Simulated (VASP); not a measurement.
# Au (I4/mmm) in VASP: notebook

Au is run at these levels: PBE; tasks: single point.

All numbers are computed with VASP 6.6.1; they aren't measurements. Logs are shortened: lines on timing, memory, paths and dates and some standing lists are left out, and cuts for length are marked.

## 1. The cell of the first run

Symmetry: I4/mmm, No. 139, tetragonal system. Conventional cell: a = 2.661 Å, b = 2.661 Å, c = 4.091 Å, α = 90.00°, β = 90.00°, γ = 90.00°. Within 3.5 Å of Au (site symmetry 4/mmm) lie 12 Au at 2.66 to 2.78 Å.

## 2. Single point, PBE (strain -0.080 along x and y, +0.000 along z)

File INCAR:

```
PREC = Accurate ; ENCUT = 520
EDIFF = 1E-7 ; ISMEAR = 0
SIGMA = 0.15 ; LREAL = False
LASPH = True ; NELM = 80
ALGO = Normal ; ISIF = 2
LWAVE = False ; LCHARG = False
GGA = PE ; NBANDS = 12
```

File KPOINTS:

```
regular mesh
0
Gamma
  20 20 20
```

File POSCAR:

```
Au
1.0
    0.0000000000      1.8818600000      2.0455000000
    1.8818600000      0.0000000000      2.0455000000
    1.8818600000      1.8818600000      0.0000000000
Au
1
Direct
    0.0000000000      0.0000000000      0.0000000000
```

Potentials or basis: VASP PAW PBE potentials, release 64 (Au).

Command:

```
cat potpaw_PBE.64/Au/POTCAR > POTCAR
mpirun -np 1 vasp_std > vasp.out
```

OUTCAR:

```text
PREC = Accurate
   ENCUT = 520
   EDIFF = 1E-7
   ISMEAR = 0
   LREAL = False
   LASPH = True
   NELM = 80
   ISIF = 2
   GGA = PE

 ion  position               nearest neighbor table
   1  0.000  0.000  0.000-

  LATTYP: Found a body centered tetragonal cell.
 ALAT       =     2.6613519345
 C/A-ratio  =     1.5371886548

  Lattice vectors:

 A1 = (  -1.8818600000,   0.0000000000,   2.0455000000)
 A2 = (   1.8818600000,   0.0000000000,   2.0455000000)
 A3 = (   0.0000000000,   1.8818600000,  -2.0455000000)

Analysis of symmetry for initial positions (statically):
=====================================================================
 Subroutine PRICEL returns:
 Original cell was already a primitive cell.

 Routine SETGRP: Setting up the symmetry group for a
 body centered tetragonal supercell.

 Subroutine GETGRP returns: Found 16 space group operations
 (whereof 16 operations were pure point group operations)
 out of a pool of 16 trial point group operations.

The static configuration has the point symmetry D_4h.

Analysis of symmetry for dynamics (positions and initial velocities):
=====================================================================
 Subroutine PRICEL returns:
 Original cell was already a primitive cell.

 Routine SETGRP: Setting up the symmetry group for a
 body centered tetragonal supercell.

 Subroutine GETGRP returns: Found 16 space group operations
 (whereof 16 operations were pure point group operations)
 out of a pool of 16 trial point group operations.

The dynamic configuration has the point symmetry D_4h.

 Subroutine INISYM returns: Found 16 space group operations
 (whereof 16 operations are pure point group operations),
 and found     1 'primitive' translations

----------------------------------------------------------------------------------------

                                     Primitive cell

  volume of cell :      14.4879

  direct lattice vectors                    reciprocal lattice vectors
     0.000000000  1.881860000  2.045500000    -0.265694579  0.265694579  0.244439012
     1.881860000  0.000000000  2.045500000     0.265694579 -0.265694579  0.244439012
     1.881860000  1.881860000  0.000000000     0.265694579  0.265694579 -0.244439012

  length of vectors
     2.779472488  2.779472488  2.661351934     0.448260693  0.448260693  0.448260693

  position of ions in fractional coordinates (direct lattice)
     0.000000000  0.000000000  0.000000000

  ion indices of the primitive-cell ions
   primitive index   ion index
                 1           1

----------------------------------------------------------------------------------------

 KPOINTS: regular mesh

Automatic generation of k-mesh.
 Grid dimensions read from file:
 generate k-points for:   20   20   20

 Generating k-lattice:

  Cartesian coordinates                     Fractional coordinates (reciprocal lattice)
    -0.013284729  0.013284729  0.012221951     0.050000000 -0.000000000  0.000000000
     0.013284729 -0.013284729  0.012221951    -0.000000000  0.050000000  0.000000000
     0.013284729  0.013284729 -0.012221951     0.000000000  0.000000000  0.050000000

  Length of vectors
     0.022413035  0.022413035  0.022413035

  Shift w.r.t. Gamma in fractional coordinates (k-lattice)
     0.000000000  0.000000000  0.000000000

 Subroutine IBZKPT returns following result:
 ===========================================

 Found    641 irreducible k-points:

 Following reciprocal coordinates:
            Coordinates               Weight
  0.000000  0.000000  0.000000      1.000000
  0.050000  0.000000  0.000000      8.000000
  0.100000  0.000000  0.000000      8.000000
  0.150000  0.000000  0.000000      8.000000
  0.200000  0.000000  0.000000      8.000000
  0.250000  0.000000  0.000000      8.000000
[... 16 lines left out ...]
 -0.400000  0.050000  0.000000      8.000000
 -0.350000  0.050000  0.000000      8.000000
 [... further k-points ...]
   k-points           NKPTS =    641   k-points in BZ     NKDIM =    641   number of bands    NBANDS=     12
   number of dos      NEDOS =    301   number of ions     NIONS =      1
   total plane-waves  NPLWV =  11520
   dimension x,y,z NGX =    24 NGY =   24 NGZ =   20
   dimension x,y,z NGXF=    48 NGYF=   48 NGZF=   40
   ions per type =               1
   NGX,Y,Z   is equivalent  to a cutoff of  14.35, 14.35, 12.49 a.u.
   NGXF,Y,Z  is equivalent  to a cutoff of  28.71, 28.71, 24.99 a.u.
 SYSTEM =  unknown system
   PREC   = accura    normal or accurate (medium, high low for compatibility)
   ISTART =      0    job   : 0-new  1-cont  2-samecut
   ICHARG =      2    charge: 1-file 2-atom 10-const
   ISPIN  =      1    spin polarized calculation?
   LNONCOLLINEAR =      F non collinear calculations
   LSORBIT =      F    spin-orbit coupling
   LASPH  =      T    aspherical Exc in radial PAW
   ENCUT  =  520.0 eV  38.22 Ry    6.18 a.u.   5.17  5.17  4.95*2*pi/ulx,y,z
   NELM   =     80;   NELMIN=  2; NELMDL= -5     # of ELM steps
   EDIFF  = 0.1E-06   stopping-criterion for ELM
   LREAL  =      F    real-space projection
   EDIFFG = 0.1E-05   stopping-criterion for IOM
   NSW    =      0    number of steps for IOM
   IBRION =     -1    ionic relax: 0-MD 1-quasi-New 2-CG
   NFREE  =      0    steps in history (QN), initial steepest desc. (CG)
   ISIF   =      2    stress and relaxation
   ISYM   =      2    0-nonsym 1-usesym 2-fastsym
   POTIM  = 0.5000    time-step for ionic-motion
   TEBEG  =    0.0;   TEEND  =   0.0 temperature during run
   PSTRESS=    0.0 pullay stress
   NELECT =      11.0000    total number of electrons
   NUPDOWN=      -1.0000    fix difference up-down
   EMIN   =  10.00;   EMAX   =-10.00  energy-range for DOS
   EFERMI =   0.00;   METHOD = LEGACY
   ISMEAR =     0;   SIGMA  =   0.15  broadening in eV -4-tet -1-fermi 0-gaus
   EFERMI_NEDOS =   21; number of points for ismear=-14 and -15
   IALGO  =     38    algorithm
   IMIX   =      4    mixing-type and parameters
     AMIX     =   0.40;   BMIX     =  1.00
     AMIX_MAG =   1.60;   BMIX_MAG =  1.00
  volume/ion in A,a.u.               =      14.49        97.77
  Fermi-wavevector in a.u.,A,eV,Ry     =   1.493497  2.822300 30.348248  2.230533
  Thomas-Fermi vector in A             =   2.605890
   LORBIT       =      0    0 simple, 1 ext, 2 COOP (PROOUT), +10 PAW based schemes
   GGA     = PE    functional components
   LHFCALC =     F    Hartree Fock is set to
   AEXX    =    0.0000 exact exchange contribution
   IVDW    =     0    specifies the selected vdW correction
   LEPSILON=     F    determine dielectric tensor
   LRPA    =     F    only Hartree local field effects (RPA)
 non-spin polarized calculation
 Gauss-broadening in eV      SIGMA  =   0.15
  energy-cutoff  :      520.00
  volume of cell :       14.49
 maximum number of plane-waves:       399
 NGX is ok and might be reduce to    24
   NGX = 11   NGY = 11   NGZ =  9

 number of electron      11.0000000 magnetization

 Free energy of the ion-electron system (eV)
  ---------------------------------------------------
  ext. energy  EPLUGINS =         0.00000000
  ---------------------------------------------------
  free energy    TOTEN  =        -2.72912009 eV

  energy without entropy =       -2.72658572  energy(sigma->0) =       -2.72785291

 E-fermi :  12.5053     XC(G=0): -13.7095

 val. band max:       12.5035210799   @ k =   0.5000   0.4000   0.0500
 cond. band min:      12.5359664466   @ k =  -0.3500   0.1500   0.0500
 fundamental gap:      0.0324453666
 Fermi energy:        12.5053445812

 k-point     1 :       0.0000    0.0000    0.0000
  band No.  band energies     occupation
      1       0.7352      2.00000
      2       6.1305      2.00000
      3       7.1235      2.00000
      4       7.1235      2.00000
      5       8.1694      2.00000
      6       9.2967      2.00000
      7      26.7063      0.00000
      8      30.2224      0.00000
      9      32.2322      0.00000
     10      32.2322      0.00000
     11      37.1557      0.00000
     12      43.0833      0.00000

 k-point     2 :       0.0500    0.0000    0.0000
  band No.  band energies     occupation
      1       0.8376      2.00000
      2       6.1547      2.00000
      3       7.0953      2.00000
      4       7.1615      2.00000
      5       8.1626      2.00000
      6       9.2640      2.00000
      7      26.8533      0.00000
      8      30.1821      0.00000
      9      31.8014      0.00000
     10      32.3851      0.00000
     11      37.7988      0.00000
     12      41.3424      0.00000

 k-point     3 :       0.1000    0.0000    0.0000
  band No.  band energies     occupation
      1       1.1372      2.00000
      2       6.2106      2.00000
      3       7.0235      2.00000
      4       7.2671      2.00000
      5       8.1642      2.00000
      6       9.1783      2.00000
      7      27.2543      0.00000
      8      29.5478      0.00000
      9      31.5368      0.00000
     10      32.8290      0.00000
     11      38.3214      0.00000
     12      40.1585      0.00000
[... 286 lines left out ...]
 k-point    23 :      -0.4000    0.0500    0.0000
  band No.  band energies     occupation
      1       3.5748      2.00000
      2       6.3012      2.00000
      3       7.2524      2.00000
      4       8.9541      2.00000
      5       9.8558      2.00000
      6      11.0322      2.00000
      7      18.1383      0.00000
      8      26.1576      0.00000
      9      30.2147      0.00000
     10      32.5354      0.00000
     11      37.6128      0.00000
     12      40.0185      0.00000

 k-point    24 :      -0.3500    0.0500    0.0000
  band No.  band energies     occupation
      1       3.5558      2.00000
      2       6.3977      2.00000
      3       7.3497      2.00000
      4       8.0293      2.00000
      5       9.5515      2.00000
      6      10.4256      2.00000
      7      19.9891      0.00000
      8      26.6230      0.00000
      9      30.9257      0.00000
     10      33.5914      0.00000
     11      36.4426      0.00000
     12      38.6529      0.00000

 [... further k-points ...]

------------------------ aborting loop because EDIFF is reached ----------------------------------------

  FORCE on cell =-STRESS in cart. coord.  units (eV):
  Direction    XX          YY          ZZ          XY          YZ          ZX
  --------------------------------------------------------------------------------------
  -------------------------------------------------------------------------------------
  Total        5.3401828      5.3401828      4.6158916      0.0000000      0.0000000     -0.0000000
  in kB      590.5580696    590.5580696    510.4604278      0.0000000      0.0000000     -0.0000000
  external PRESSURE =     563.8588556 kB  Pullay stress =       0.0000000 kB

 VOLUME and BASIS-vectors are now :
 -----------------------------------------------------------------------------
  energy-cutoff  :      520.00
  volume of cell :       14.49
      direct lattice vectors                 reciprocal lattice vectors
     0.000000000  1.881860000  2.045500000    -0.265694579  0.265694579  0.244439012
     1.881860000  0.000000000  2.045500000     0.265694579 -0.265694579  0.244439012
     1.881860000  1.881860000  0.000000000     0.265694579  0.265694579 -0.244439012

 POSITION                                       TOTAL-FORCE (eV/Angst)
 -----------------------------------------------------------------------------------
      0.00000      0.00000      0.00000        -0.000000      0.000000      0.000000
 -----------------------------------------------------------------------------------
    total drift:                                0.000000      0.000000     -0.000000

  FREE ENERGIE OF THE ION-ELECTRON SYSTEM (eV)
  ---------------------------------------------------
  free  energy   TOTEN  =        -2.7291200887 eV

  energy  without entropy=       -2.7265857243  energy(sigma->0) =       -2.72785291
```

Wall time 77 s (1 thread of Intel Xeon Platinum 8488C (Sapphire Rapids), shared host); peak memory 0.23 GiB.

Results:

```yaml
Free_energy: -2.7291 eV
Pressure: 56.4 GPa
Band_gap_on_the_k_mesh: zero (an odd number of electrons rules out a gap without spin polarisation)
```

Caveat: the cell differs from its parent crystal (strain -0.080 along x and y, +0.000 along z); the cell stands under pressure; spin-orbit coupling is left out, which moves the levels of the heavy elements.

(Continued in part 2 of 2.)
